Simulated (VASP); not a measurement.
# Os: single point with LDA

The system is Os.

```
CELL_PARAMETERS angstrom
14.00000 0.00000 0.00000
0.00000 14.40000 0.00000
0.00000 0.00000 14.80000
ATOMIC_POSITIONS crystal
Os 0.50000 0.50000 0.50000
```

```
Program                : VASP 6.6.1
Task                   : single point
Functional             : LDA
Potentials or basis    : VASP PAW LDA potentials, release 64 (Os)
Cutoff                 : 520 eV
k mesh                 : 1 × 1 × 1
Occupations            : fermi-dirac, width 0.01 eV
Spin                   : collinear spin
Starting moments       : [2.0] μB
Dipole correction      : no
Further INCAR settings : ALGO = Normal; EDIFF = 1e-07; NBANDS = 14; ISYM = 0
```

```json
{"Pressure": "0.0 GPa", "Band gap on the k mesh": "zero (filled and empty bands touch)", "Net moment": "4.00 μB per cell", "Site moments": "Os +3.74 μB", "Valence electrons inside the program's atomic spheres": "Os 6.34"}
```

Levels at points of the mesh, in eV from the Fermi level:
Spin up:
| k point | band 4 | band 5 | band 6 | band 7 | band 8 | band 9 |
| --- | --- | --- | --- | --- | --- | --- |
| (0.00, 0.00, 0.00) | -1.91 | -1.91 | -1.42 | 3.82 | 3.82 | 3.82 |
Spin down:
| k point | band 1 | band 2 | band 3 | band 4 |
| --- | --- | --- | --- | --- |
| (0.00, 0.00, 0.00) | -0.33 | 0.01 | 0.01 | 0.01 |

Wall time 22 min on 1 thread of Intel(R) Xeon(R) Platinum 8259CL CPU @ 2.50GHz (Skylake/Cascade Lake), with other jobs on the host, peak memory 1.7 GiB.

Caveat: spin-orbit coupling is left out, which moves the levels of the heavy elements.
